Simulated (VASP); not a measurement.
Runs of VASP 6.6.1 on TlZnBr3. The structure is that of space group Pm-3m (No. 221), or close to it. The cells are those of the table. 

| level | cell | smearing | gap on the mesh (eV) | pressure (GPa) |
| --- | --- | --- | --- | --- |
| PBE | a = 5.201 Å, angles 90.0, 90.0, 88.9°, 5 atoms | fermi-dirac 0.02 eV | 0.28 | 1.3 |
| r2SCAN | a = 5.200 Å, 5 atoms | gaussian 0.01 eV | 0.87 | 0.0 |
| PBE | a = 5.226 Å, 5 atoms | fermi-dirac 0.02 eV | 0.26 | 0.8 |
| PBE | a = 5.122 Å, 5 atoms | fermi-dirac 0.02 eV | 0.40 | (b) |
| r2SCAN | a = 5.201 Å, angles 90.0, 90.0, 88.9°, 5 atoms | gaussian 0.01 eV | 0.86 | 0.0 |
| r2SCAN | a = 5.122 Å, 5 atoms | gaussian 0.01 eV | 1.00 | (a) |

Alike in all rows: task single point; potentials or basis VASP PAW PBE potentials, release 64 (Tl_d, Zn, Br); no spin polarisation; k mesh 6 × 6 × 6; cutoff (eV) 520.

Estimate the missing entries.

(a) 1.8; (b) 3.2.

Caveats: spin-orbit coupling is left out, which moves the levels of the heavy elements; the PAW data sets were made with another functional, which shifts forces and pressure a little (some runs).

A k mesh can miss the band edges, and the runs leave out spin-orbit coupling on Br, Tl.
